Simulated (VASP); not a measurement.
AlP (l.bA):

```xyz
2
Lattice="0.0000 2.7350 2.7350 2.7350 0.0000 2.7350 2.7350 2.7350 0.0000" Properties=species:S:1:pos:R:3 pbc="T T T"
Al    0.0000    0.0000    0.0000
P     1.3675    1.3675    1.3675
```

| Quantity | Value |
| --- | --- |
| Program | VASP 6.6.1 |
| Task | relaxation of cell and atoms |
| Functional | LDA |
| Potentials or basis | VASP PAW LDA potentials, release 64 (Al, P) |
| Cutoff | 500 eV |
| k mesh | 8 × 8 × 8 |
| Occupations | gaussian, width 0.02 eV |
| Spin | no spin polarisation |

At the start: pressure -1.7 GPa; volume 20.46 Å³/atom.

Question: How do energy, volume and symmetry change on relaxing?

Answer: Over 3 steps the energy falls by 2.1 meV/atom and the volume is 20.07 Å³/atom (-1.9 %); space group F-43m (No. 216, to 0.05 Å).

The path:
| step | energy change (eV) | largest force (eV/Å) | pressure (GPa) | volume (Å³) |
| --- | --- | --- | --- | --- |
| 1 | 0.0000 | 0.0000 | -1.67 | 40.92 |
| 2 | -0.0026 | 0.0000 | 1.09 | 39.66 |
| 3 | -0.0041 | 0.0000 | 0.00 | 40.14 |

Final structure:
```
Al P
1.0
     0.00000    2.71750    2.71750
     2.71750    0.00000    2.71750
     2.71750    2.71750    0.00000
Al P
1 1
Direct
  0.00000 0.00000 0.00000
  0.25000 0.25000 0.25000
```
